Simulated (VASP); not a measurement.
# ZnS (F-43m) in VASP: further runs

Runs on ZnS. Level: PBEsol. Tasks: electric field gradients.

Program: VASP 6.6.1. These are calculated values, not measurements. Logs are shortened: lines on timing, memory, paths and dates and some standing lists are left out, and cuts for length are marked.

**Experimental background.**

From “Electronic, vibrational, and thermodynamic properties of ZnS (zincblende and rocksalt structure)”, 2009, arxiv:0911.5022, for a bulk crystal of ZnS at 19 K: band gap 3.85 eV (direct).

The results are compared with them further down.

**1. The cell of the first run**

It takes space group F-43m (No. 216, cubic). The conventional cell has a = 5.515 Å, b = 5.515 Å, c = 5.515 Å, α = 90.00°, β = 90.00°, γ = 90.00°. Within 3.2 Å of Zn (site symmetry -43m) lie 4 S at 2.39 Å. S (site symmetry -43m) has 4 Zn at 2.39 Å within 3.2 Å.

**2. Electric field gradients, PBEsol (volume scaled by 1.06)**

Input file INCAR:

```
SYSTEM = ZnS
PREC = Accurate ; ENCUT = 520
EDIFF = 1E-8 ; ISMEAR = -1
SIGMA = 0.01 ; LREAL = .FALSE.
LASPH = .TRUE. ; NELM = 100
ALGO = Normal ; ISIF = 2
LWAVE = .FALSE. ; LCHARG = .FALSE.
GGA = PS ; LEFG = .TRUE.
NBANDS = 16
```

Input file KPOINTS:

```
regular mesh
0
G
  8 8 8
  0 0 0
```

Input file POSCAR:

```
ZnS
1.0
    0.0000000000      2.7576958202      2.7576958202
    2.7576958202      0.0000000000      2.7576958202
    2.7576958202      2.7576958202      0.0000000000
Zn S
1 1
Direct
    0.0000000000      0.0000000000      0.0000000000
    0.7500000000      0.7500000000      0.7500000000
```

Potentials or basis: VASP PAW PBE potentials, release 64 (Zn, S).

Run with:

```bash
cat potpaw_PBE.64/Zn/POTCAR potpaw_PBE.64/S/POTCAR > POTCAR
mpirun -np 1 vasp_std > vasp.out
```

OUTCAR:

```text
SYSTEM = ZnS
   PREC = Accurate
   ENCUT = 520
   EDIFF = 1E-8
   ISMEAR = -1
   LREAL = .FALSE.
   LASPH = .TRUE.
   NELM = 100
   ISIF = 2
   GGA = PS

 ion  position               nearest neighbor table
   1  0.000  0.000  0.000-   2 2.39   2 2.39   2 2.39   2 2.39
   2  0.750  0.750  0.750-   1 2.39   1 2.39   1 2.39   1 2.39

  LATTYP: Found a face centered cubic cell.
 ALAT       =     5.5153916404

  Lattice vectors:

 A1 = (   0.0000000000,   2.7576958202,   2.7576958202)
 A2 = (   2.7576958202,   0.0000000000,   2.7576958202)
 A3 = (   2.7576958202,   2.7576958202,   0.0000000000)

Analysis of symmetry for initial positions (statically):
=====================================================================
 Subroutine PRICEL returns:
 Original cell was already a primitive cell.

 Routine SETGRP: Setting up the symmetry group for a
 face centered cubic supercell.

 Subroutine GETGRP returns: Found 24 space group operations
 (whereof 24 operations were pure point group operations)
 out of a pool of 48 trial point group operations.

The static configuration has the point symmetry T_d .

Analysis of symmetry for dynamics (positions and initial velocities):
=====================================================================
 Subroutine PRICEL returns:
 Original cell was already a primitive cell.

 Routine SETGRP: Setting up the symmetry group for a
 face centered cubic supercell.

 Subroutine GETGRP returns: Found 24 space group operations
 (whereof 24 operations were pure point group operations)
 out of a pool of 48 trial point group operations.

The dynamic configuration has the point symmetry T_d .

 Subroutine INISYM returns: Found 24 space group operations
 (whereof 24 operations are pure point group operations),
 and found     1 'primitive' translations

----------------------------------------------------------------------------------------

                                     Primitive cell

  volume of cell :      41.9439

  direct lattice vectors                    reciprocal lattice vectors
     0.000000000  2.757695820  2.757695820    -0.181310787  0.181310787  0.181310787
     2.757695820  0.000000000  2.757695820     0.181310787 -0.181310787  0.181310787
     2.757695820  2.757695820  0.000000000     0.181310787  0.181310787 -0.181310787

  length of vectors
     3.899970830  3.899970830  3.899970830     0.314039495  0.314039495  0.314039495

  position of ions in fractional coordinates (direct lattice)
     0.000000000  0.000000000  0.000000000
     0.750000000  0.750000000  0.750000000

  ion indices of the primitive-cell ions
   primitive index   ion index
                 1           1
                 2           2

----------------------------------------------------------------------------------------

 KPOINTS: regular mesh

Automatic generation of k-mesh.
 Grid dimensions read from file:
 generate k-points for:    8    8    8

 Generating k-lattice:

  Cartesian coordinates                     Fractional coordinates (reciprocal lattice)
    -0.022663848  0.022663848  0.022663848     0.125000000  0.000000000  0.000000000
     0.022663848 -0.022663848  0.022663848     0.000000000  0.125000000  0.000000000
     0.022663848  0.022663848 -0.022663848     0.000000000  0.000000000  0.125000000

  Length of vectors
     0.039254937  0.039254937  0.039254937

  Shift w.r.t. Gamma in fractional coordinates (k-lattice)
     0.000000000  0.000000000  0.000000000

 Subroutine IBZKPT returns following result:
 ===========================================

 Found     29 irreducible k-points:

 Following reciprocal coordinates:
            Coordinates               Weight
  0.000000  0.000000  0.000000      1.000000
  0.125000  0.000000  0.000000      8.000000
  0.250000  0.000000  0.000000      8.000000
  0.375000  0.000000  0.000000      8.000000
  0.500000  0.000000  0.000000      4.000000
  0.125000  0.125000  0.000000      6.000000
[... 16 lines left out ...]
  0.500000  0.250000  0.125000     48.000000
 -0.375000  0.250000  0.125000     24.000000
 [... further k-points ...]
   k-points           NKPTS =     29   k-points in BZ     NKDIM =     29   number of bands    NBANDS=     16
   number of dos      NEDOS =    301   number of ions     NIONS =      2
   total plane-waves  NPLWV =  27000
   dimension x,y,z NGX =    30 NGY =   30 NGZ =   30
   dimension x,y,z NGXF=    60 NGYF=   60 NGZF=   60
   ions per type =               1   1
   NGX,Y,Z   is equivalent  to a cutoff of  12.79, 12.79, 12.79 a.u.
   NGXF,Y,Z  is equivalent  to a cutoff of  25.58, 25.58, 25.58 a.u.
 SYSTEM =  ZnS
   PREC   = accura    normal or accurate (medium, high low for compatibility)
   ISTART =      0    job   : 0-new  1-cont  2-samecut
   ICHARG =      2    charge: 1-file 2-atom 10-const
   ISPIN  =      1    spin polarized calculation?
   LNONCOLLINEAR =      F non collinear calculations
   LSORBIT =      F    spin-orbit coupling
   LASPH  =      T    aspherical Exc in radial PAW
   ENCUT  =  520.0 eV  38.22 Ry    6.18 a.u.   7.25  7.25  7.25*2*pi/ulx,y,z
   NELM   =    100;   NELMIN=  2; NELMDL= -5     # of ELM steps
   EDIFF  = 0.1E-07   stopping-criterion for ELM
   LREAL  =      F    real-space projection
   EDIFFG = 0.1E-06   stopping-criterion for IOM
   NSW    =      0    number of steps for IOM
   IBRION =     -1    ionic relax: 0-MD 1-quasi-New 2-CG
   NFREE  =      0    steps in history (QN), initial steepest desc. (CG)
   ISIF   =      2    stress and relaxation
   ISYM   =      2    0-nonsym 1-usesym 2-fastsym
   POTIM  = 0.5000    time-step for ionic-motion
   TEBEG  =    0.0;   TEEND  =   0.0 temperature during run
   PSTRESS=    0.0 pullay stress
   NELECT =      18.0000    total number of electrons
   NUPDOWN=      -1.0000    fix difference up-down
   EMIN   =  10.00;   EMAX   =-10.00  energy-range for DOS
   EFERMI =   0.00;   METHOD = LEGACY
   ISMEAR =    -1;   SIGMA  =   0.01  broadening in eV -4-tet -1-fermi 0-gaus
   EFERMI_NEDOS =   21; number of points for ismear=-14 and -15
   IALGO  =     38    algorithm
   IMIX   =      4    mixing-type and parameters
     AMIX     =   0.40;   BMIX     =  1.00
     AMIX_MAG =   1.60;   BMIX_MAG =  1.00
  volume/ion in A,a.u.               =      20.97       141.53
  Fermi-wavevector in a.u.,A,eV,Ry     =   1.234836  2.333502 20.746437  1.524820
  Thomas-Fermi vector in A             =   2.369510
   LORBIT       =      0    0 simple, 1 ext, 2 COOP (PROOUT), +10 PAW based schemes
   GGA     = PS    functional components
   LHFCALC =     F    Hartree Fock is set to
   AEXX    =    0.0000 exact exchange contribution
   IVDW    =     0    specifies the selected vdW correction
   LEPSILON=     F    determine dielectric tensor
   LRPA    =     F    only Hartree local field effects (RPA)
 non-spin polarized calculation
  energy-cutoff  :      520.00
  volume of cell :       41.94
 maximum number of plane-waves:      1158
 NGX is ok and might be reduce to    30
   NGX = 15   NGY = 15   NGZ = 15

 number of electron      17.9999992 magnetization

 Free energy of the ion-electron system (eV)
  ---------------------------------------------------
  ext. energy  EPLUGINS =         0.00000000
  ---------------------------------------------------
  free energy    TOTEN  =        -7.52529581 eV

  energy without entropy =       -7.52529581  energy(sigma->0) =       -7.52529581

 E-fermi :   1.6933     XC(G=0):  -9.5652

 val. band max:        1.4630901460   @ k =   0.0000   0.0000   0.0000
 cond. band min:       3.1824450508   @ k =   0.0000   0.0000   0.0000
 fundamental gap:      1.7193549048
 Fermi energy:         1.6932760162

 k-point     1 :       0.0000    0.0000    0.0000
  band No.  band energies     occupation
      1     -11.2817      2.00000
      2      -4.6806      2.00000
      3      -4.6806      2.00000
      4      -4.6806      2.00000
      5      -4.2505      2.00000
      6      -4.2505      2.00000
[... 8 lines left out ...]
     15      13.1182      0.00000
     16      13.1182      0.00000

 k-point     2 :       0.1250    0.0000    0.0000
  band No.  band energies     occupation
      1     -11.1754      2.00000
      2      -4.6761      2.00000
      3      -4.6621      2.00000
      4      -4.6621      2.00000
      5      -4.2519      2.00000
      6      -4.2519      2.00000
[... 8 lines left out ...]
     15      12.5164      0.00000
     16      13.5763      0.00000
[... 387 lines left out ...]
      5      -4.2339      2.00000
      6      -4.1799      2.00000
[... 8 lines left out ...]
     15      14.8009      0.00000
     16      15.5070      0.00000

 k-point    24 :      -0.3750    0.2500    0.1250
  band No.  band energies     occupation
      1     -10.3090      2.00000
      2      -4.5643      2.00000
      3      -4.5178      2.00000
      4      -4.2910      2.00000
      5      -4.2388      2.00000
      6      -4.0099      2.00000
[... 8 lines left out ...]
     15      14.5812      0.00000
     16      15.4005      0.00000

 [... further k-points ...]
[... 5 lines left out ...]
  --------------------------------------------------------------------------------------
  -------------------------------------------------------------------------------------
  Total       -1.4515426     -1.4515426     -1.4515426      0.0000000      0.0000000      0.0000000
  in kB      -55.4461370    -55.4461370    -55.4461370      0.0000000      0.0000000      0.0000000
  external PRESSURE =     -55.4461370 kB  Pullay stress =       0.0000000 kB

 VOLUME and BASIS-vectors are now :
 -----------------------------------------------------------------------------
  energy-cutoff  :      520.00
  volume of cell :       41.94
      direct lattice vectors                 reciprocal lattice vectors
     0.000000000  2.757695820  2.757695820    -0.181310787  0.181310787  0.181310787
     2.757695820  0.000000000  2.757695820     0.181310787 -0.181310787  0.181310787
     2.757695820  2.757695820  0.000000000     0.181310787  0.181310787 -0.181310787

 POSITION                                       TOTAL-FORCE (eV/Angst)
 -----------------------------------------------------------------------------------
      0.00000      0.00000      0.00000        -0.000000     -0.000000     -0.000000
      4.13654      4.13654      4.13654         0.000000      0.000000      0.000000
 -----------------------------------------------------------------------------------
    total drift:                               -0.000000     -0.000000     -0.000000

  FREE ENERGIE OF THE ION-ELECTRON SYSTEM (eV)
  ---------------------------------------------------
  free  energy   TOTEN  =        -7.5252958063 eV

  energy  without entropy=       -7.5252958063  energy(sigma->0) =       -7.52529581

 Electric field gradients (V/A^2)
---------------------------------------------------------------------
 ion       V_xx      V_yy      V_zz      V_xy      V_xz      V_yz
---------------------------------------------------------------------
   1      -0.000     0.000     0.000     0.005     0.005     0.005
   2       0.000     0.000    -0.000    -0.000    -0.000    -0.000
---------------------------------------------------------------------

 Electric field gradients after diagonalization (V/A^2)
 (convention: |V_zz| > |V_xx| > |V_yy|)
----------------------------------------------------------------------
 ion       V_xx      V_yy      V_zz     asymmetry (V_yy - V_xx)/ V_zz
----------------------------------------------------------------------
   1      -0.005    -0.005     0.010       0.000
   2       0.000     0.000    -0.001       0.000
----------------------------------------------------------------------

           NMR quadrupolar parameters

 Cq : quadrupolar parameter    Cq=e*Q*V_zz/h
 eta: asymmetry parameters     (V_yy - V_xx)/ V_zz
 Q  : nuclear electric quadrupole moment in mb (millibarn)
----------------------------------------------------------------------
 ion       Cq(MHz)       eta       Q (mb)
----------------------------------------------------------------------
   1       0.000       0.000       1.000
   2      -0.000       0.000       1.000
----------------------------------------------------------------------
```

Run time: 9.4 s. Hardware: 1 thread of AMD EPYC 9R45 (Zen 5), shared host; peak memory 0.14 GiB.

Results:

- Free energy: -7.5253 eV
- Pressure: -5.5 GPa
- Band gap on the k mesh: 1.72 eV, direct

Caveat: without QUAD_EFG the Cq values of the log hold for a quadrupole moment of 1 mb, not for the nuclei; the PAW data sets were made with another functional, which shifts forces and pressure a little.

(Continued in part 2 of 3.)
